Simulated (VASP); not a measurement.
# SnO (R3m) in VASP: notebook, part 2 of 2

VASP 6.6.1. Earlier steps stand in the parts before.

### 3 Single point, PBE

This run uses another cell than the first one, of 22.26 Å³/atom.

Input file INCAR:

```
SYSTEM = SnO
PREC = Accurate
ENCUT = 520
EDIFF = 1E-7
ISMEAR = 0
SIGMA = 0.1
LREAL = .FALSE.
LASPH = .TRUE.
NELM = 100
ALGO = Normal
ISIF = 2
LWAVE = .FALSE.
LCHARG = .FALSE.
GGA = PE
NBANDS = 28
```

Input file KPOINTS:

```
regular mesh
0
G
  6 6 6
  0 0 0
```

Input file POSCAR:

```
SnO
1.0
    1.8103514708      1.0452069110      7.8439075765
   -1.8103514708      1.0452069110      7.8439075765
    0.0000000000     -2.0904138160      7.8439075773
Sn O
2 2
Direct
    0.0746737335      0.0746737335      0.0746737335
    0.9069335321      0.9069335321      0.9069335321
   -0.0099699409     -0.0099699409     -0.0099699409
    0.2183961352      0.2183961352      0.2183961352
```

Potentials or basis: VASP PAW PBE potentials, release 64 (Sn_d, O).

Command:

```
cat potpaw_PBE.64/Sn_d/POTCAR potpaw_PBE.64/O/POTCAR > POTCAR
mpirun -np 1 vasp_std > vasp.out
```

OUTCAR:

```text
SYSTEM = SnO
   PREC = Accurate
   ENCUT = 520
   EDIFF = 1E-7
   ISMEAR = 0
   LREAL = .FALSE.
   LASPH = .TRUE.
   NELM = 100
   ISIF = 2
   GGA = PE

 ion  position               nearest neighbor table
   1  0.075  0.075  0.075-   3 1.99
   2  0.907  0.907  0.907-   3 1.96   4 2.15   4 2.15   4 2.15
   3  0.990  0.990  0.990-   2 1.96   1 1.99
   4  0.218  0.218  0.218-   2 2.15   2 2.15   2 2.15

  LATTYP: Found a trigonal (rhomboedric) cell.
 ALAT       =     8.1176792252
 COS(alpha) =     0.9005300219

  Lattice vectors:

 A1 = (   1.8103514708,   1.0452069110,   7.8439075765)
 A2 = (  -1.8103514708,   1.0452069110,   7.8439075765)
 A3 = (   0.0000000000,  -2.0904138160,   7.8439075773)

Analysis of symmetry for initial positions (statically):
=====================================================================
 Subroutine PRICEL returns:
 Original cell was already a primitive cell.

 Routine SETGRP: Setting up the symmetry group for a
 trigonal (rhombohedral) supercell.

 Subroutine GETGRP returns: Found  6 space group operations
 (whereof  6 operations were pure point group operations)
 out of a pool of 12 trial point group operations.

The static configuration has the point symmetry C_3v.

Analysis of symmetry for dynamics (positions and initial velocities):
=====================================================================
 Subroutine PRICEL returns:
 Original cell was already a primitive cell.

 Routine SETGRP: Setting up the symmetry group for a
 trigonal (rhombohedral) supercell.

 Subroutine GETGRP returns: Found  6 space group operations
 (whereof  6 operations were pure point group operations)
 out of a pool of 12 trial point group operations.

The dynamic configuration has the point symmetry C_3v.

 Subroutine INISYM returns: Found  6 space group operations
 (whereof  6 operations are pure point group operations),
 and found     1 'primitive' translations

----------------------------------------------------------------------------------------

                                     Primitive cell

  volume of cell :      89.0531

  direct lattice vectors                    reciprocal lattice vectors
     1.810351471  1.045206911  7.843907577     0.276189463  0.159458061  0.042495826
    -1.810351471  1.045206911  7.843907577    -0.276189463  0.159458061  0.042495826
     0.000000000 -2.090413816  7.843907577     0.000000000 -0.318916121  0.042495826

  length of vectors
     8.117679225  8.117679225  8.117679225     0.321734965  0.321734965  0.321734965

  position of ions in fractional coordinates (direct lattice)
     0.074673733  0.074673733  0.074673733
     0.906933532  0.906933532  0.906933532
     0.990030059  0.990030059  0.990030059
     0.218396135  0.218396135  0.218396135

  ion indices of the primitive-cell ions
   primitive index   ion index
                 1           1
                 2           2
                 3           3
                 4           4

----------------------------------------------------------------------------------------

 KPOINTS: regular mesh

Automatic generation of k-mesh.
 Grid dimensions read from file:
 generate k-points for:    6    6    6

 Generating k-lattice:

  Cartesian coordinates                     Fractional coordinates (reciprocal lattice)
     0.046031577  0.026576343  0.007082638     0.166666667  0.000000000  0.000000000
    -0.046031577  0.026576343  0.007082638     0.000000000  0.166666667  0.000000000
     0.000000000 -0.053152687  0.007082638     0.000000000  0.000000000  0.166666667

  Length of vectors
     0.053622494  0.053622494  0.053622494

  Shift w.r.t. Gamma in fractional coordinates (k-lattice)
     0.000000000  0.000000000  0.000000000

 Subroutine IBZKPT returns following result:
 ===========================================

 Found     32 irreducible k-points:

 Following reciprocal coordinates:
            Coordinates               Weight
  0.000000  0.000000  0.000000      1.000000
  0.166667 -0.000000  0.000000      6.000000
  0.333333  0.000000  0.000000      6.000000
  0.500000 -0.000000  0.000000      3.000000
  0.166667  0.166667  0.000000      6.000000
  0.333333  0.166667  0.000000     12.000000
[... 16 lines left out ...]
  0.500000  0.500000  0.166667      6.000000
 -0.333333  0.500000  0.166667     12.000000
 [... further k-points ...]
   k-points           NKPTS =     32   k-points in BZ     NKDIM =     32   number of bands    NBANDS=     28
   number of dos      NEDOS =    301   number of ions     NIONS =      4
   total plane-waves  NPLWV = 216000
   dimension x,y,z NGX =    60 NGY =   60 NGZ =   60
   dimension x,y,z NGXF=   120 NGYF=  120 NGZF=  120
   ions per type =               2   2
   NGX,Y,Z   is equivalent  to a cutoff of  12.29, 12.29, 12.29 a.u.
   NGXF,Y,Z  is equivalent  to a cutoff of  24.58, 24.58, 24.58 a.u.
 SYSTEM =  SnO
   PREC   = accura    normal or accurate (medium, high low for compatibility)
   ISTART =      0    job   : 0-new  1-cont  2-samecut
   ICHARG =      2    charge: 1-file 2-atom 10-const
   ISPIN  =      1    spin polarized calculation?
   LNONCOLLINEAR =      F non collinear calculations
   LSORBIT =      F    spin-orbit coupling
   LASPH  =      T    aspherical Exc in radial PAW
   ENCUT  =  520.0 eV  38.22 Ry    6.18 a.u.  15.09 15.09 15.09*2*pi/ulx,y,z
   NELM   =    100;   NELMIN=  2; NELMDL= -5     # of ELM steps
   EDIFF  = 0.1E-06   stopping-criterion for ELM
   LREAL  =      F    real-space projection
   EDIFFG = 0.1E-05   stopping-criterion for IOM
   NSW    =      0    number of steps for IOM
   IBRION =     -1    ionic relax: 0-MD 1-quasi-New 2-CG
   NFREE  =      0    steps in history (QN), initial steepest desc. (CG)
   ISIF   =      2    stress and relaxation
   ISYM   =      2    0-nonsym 1-usesym 2-fastsym
   POTIM  = 0.5000    time-step for ionic-motion
   TEBEG  =    0.0;   TEEND  =   0.0 temperature during run
   PSTRESS=    0.0 pullay stress
   NELECT =      40.0000    total number of electrons
   NUPDOWN=      -1.0000    fix difference up-down
   EMIN   =  10.00;   EMAX   =-10.00  energy-range for DOS
   EFERMI =   0.00;   METHOD = LEGACY
   ISMEAR =     0;   SIGMA  =   0.10  broadening in eV -4-tet -1-fermi 0-gaus
   EFERMI_NEDOS =   21; number of points for ismear=-14 and -15
   IALGO  =     38    algorithm
   IMIX   =      4    mixing-type and parameters
     AMIX     =   0.40;   BMIX     =  1.00
     AMIX_MAG =   1.60;   BMIX_MAG =  1.00
  volume/ion in A,a.u.               =      22.26       150.24
  Fermi-wavevector in a.u.,A,eV,Ry     =   1.253753  2.369249 21.386940  1.571896
  Thomas-Fermi vector in A             =   2.387590
   LORBIT       =      0    0 simple, 1 ext, 2 COOP (PROOUT), +10 PAW based schemes
   GGA     = PE    functional components
   LHFCALC =     F    Hartree Fock is set to
   AEXX    =    0.0000 exact exchange contribution
   IVDW    =     0    specifies the selected vdW correction
   LEPSILON=     F    determine dielectric tensor
   LRPA    =     F    only Hartree local field effects (RPA)
 non-spin polarized calculation
 Gauss-broadening in eV      SIGMA  =   0.10
  energy-cutoff  :      520.00
  volume of cell :       89.05
 maximum number of plane-waves:      2422
   NGX = 31   NGY = 31   NGZ = 31

 number of electron      40.0000001 magnetization

 Free energy of the ion-electron system (eV)
  ---------------------------------------------------
  ext. energy  EPLUGINS =         0.00000000
  ---------------------------------------------------
  free energy    TOTEN  =       -21.01992817 eV

  energy without entropy =      -21.01149991  energy(sigma->0) =      -21.01571404

 E-fermi :   4.2541     XC(G=0):  -9.0221

 val. band max:        4.2026939170   @ k =  -0.3333   0.3333   0.0000
 cond. band min:       4.2607400537   @ k =  -0.3333   0.3333   0.0000
 fundamental gap:      0.0580461367
 Fermi energy:         4.2541321683

 k-point     1 :       0.0000    0.0000    0.0000
  band No.  band energies     occupation
      1     -17.9210      2.00000
      2     -17.5531      2.00000
      3     -17.5531      2.00000
      4     -17.3545      2.00000
      5     -17.3545      2.00000
      6     -17.0640      2.00000
[... 20 lines left out ...]
     27      11.5879      0.00000
[... 691 lines left out ...]
      6     -17.0043      2.00000
[... 20 lines left out ...]
     27      12.0217      0.00000
     28      13.2416      0.00000

 [... further k-points ...]

------------------------ aborting loop because EDIFF is reached ----------------------------------------

  FORCE on cell =-STRESS in cart. coord.  units (eV):
  Direction    XX          YY          ZZ          XY          YZ          ZX
  --------------------------------------------------------------------------------------
  -------------------------------------------------------------------------------------
  Total        0.0422056      0.0422056      0.2769013      0.0000000      0.0000000      0.0000000
  in kB        0.7593330      0.7593330      4.9818037      0.0000000      0.0000000      0.0000000
  external PRESSURE =       2.1668232 kB  Pullay stress =       0.0000000 kB

 VOLUME and BASIS-vectors are now :
 -----------------------------------------------------------------------------
  energy-cutoff  :      520.00
  volume of cell :       89.05
      direct lattice vectors                 reciprocal lattice vectors
     1.810351471  1.045206911  7.843907577     0.276189463  0.159458061  0.042495826
    -1.810351471  1.045206911  7.843907577    -0.276189463  0.159458061  0.042495826
     0.000000000 -2.090413816  7.843907577     0.000000000 -0.318916121  0.042495826

 POSITION                                       TOTAL-FORCE (eV/Angst)
 -----------------------------------------------------------------------------------
      0.00000      0.00000      1.75720         0.000000      0.000000      0.045863
      0.00000      0.00000     21.34171         0.000000     -0.000000     -0.047430
      0.00000      0.00000     23.29711         0.000000      0.000000      0.018474
      0.00000      0.00000      5.13924         0.000000     -0.000000     -0.016906
 -----------------------------------------------------------------------------------
    total drift:                               -0.000000      0.000000     -0.000121

  FREE ENERGIE OF THE ION-ELECTRON SYSTEM (eV)
  ---------------------------------------------------
  free  energy   TOTEN  =       -21.0199281705 eV

  energy  without entropy=      -21.0114999073  energy(sigma->0) =      -21.01571404
```

OSZICAR:

```text
N       E                     dE             d eps       ncg     rms          rms(c)
DAV:   1     0.418454773672E+03    0.41845E+03   -0.19726E+04  1820   0.198E+03
DAV:   2     0.398560151621E+02   -0.37860E+03   -0.36373E+03  1876   0.519E+02
DAV:   3    -0.221670124800E+02   -0.62023E+02   -0.60890E+02  2092   0.182E+02
DAV:   4    -0.251955177721E+02   -0.30285E+01   -0.30056E+01  2056   0.438E+01
DAV:   5    -0.252743514640E+02   -0.78834E-01   -0.78592E-01  1952   0.745E+00    0.122E+01
DAV:   6    -0.212115067354E+02    0.40628E+01   -0.19536E+01  2912   0.503E+01    0.550E+00
DAV:   7    -0.210739775535E+02    0.13753E+00   -0.32036E+00  2048   0.131E+01    0.270E+00
DAV:   8    -0.210412140461E+02    0.32764E-01   -0.34743E-01  2016   0.434E+00    0.138E+00
DAV:   9    -0.210184183440E+02    0.22796E-01   -0.93614E-02  2532   0.262E+00    0.211E-01
DAV:  10    -0.210193617077E+02   -0.94336E-03   -0.99440E-03  1944   0.656E-01    0.130E-01
DAV:  11    -0.210197284110E+02   -0.36670E-03   -0.11231E-03  2036   0.248E-01    0.666E-02
DAV:  12    -0.210199200446E+02   -0.19163E-03   -0.29168E-04  2108   0.124E-01    0.204E-02
DAV:  13    -0.210199230694E+02   -0.30248E-05   -0.61313E-05  2228   0.617E-02    0.129E-02
DAV:  14    -0.210199279381E+02   -0.48686E-05   -0.21527E-05  2152   0.286E-02    0.505E-03
DAV:  15    -0.210199282162E+02   -0.27811E-06   -0.57628E-06  2496   0.169E-02    0.277E-03
DAV:  16    -0.210199281705E+02    0.45644E-07   -0.90859E-07  1648   0.840E-03
   1 F= -.21019928E+02 E0= -.21015714E+02  d E =-.842826E-02
```

stdout:

```text
POSCAR found type information on POSCAR SnO
 POSCAR found :  2 types and       4 ions
 scaLAPACK will be used
 LDA part: xc-table for (Slater+PW92), standard interpolation
 POSCAR, INCAR and KPOINTS ok, starting setup
 FFT: planning ... GRIDC
 FFT: planning ... GRID_SOFT
 FFT: planning ... GRID
 WAVECAR not read
 entering main loop
```

It took 7.4 min on 1 thread of Intel Xeon 8259CL, shared host; peak memory 0.49 GiB.

What came out:

```yaml
Free_energy: -21.0199 eV
Pressure: 0.2 GPa
Largest_force: 0.047 eV/Å
Band_gap_on_the_k_mesh: 0.06 eV
```

Forces on the atoms (eV/Å):
```
Sn   0.000  0.000  0.046
Sn   0.000  0.000 -0.047
O    0.000  0.000  0.018
O    0.000  0.000 -0.017
```

Caveat: semilocal functionals underestimate gaps, and a narrow one can read as zero; spin-orbit coupling is left out, which moves the levels of the heavy elements. A k mesh can miss the band edges.

The gap in the log of VASP goes by the Fermi energy; the results here count the filled bands.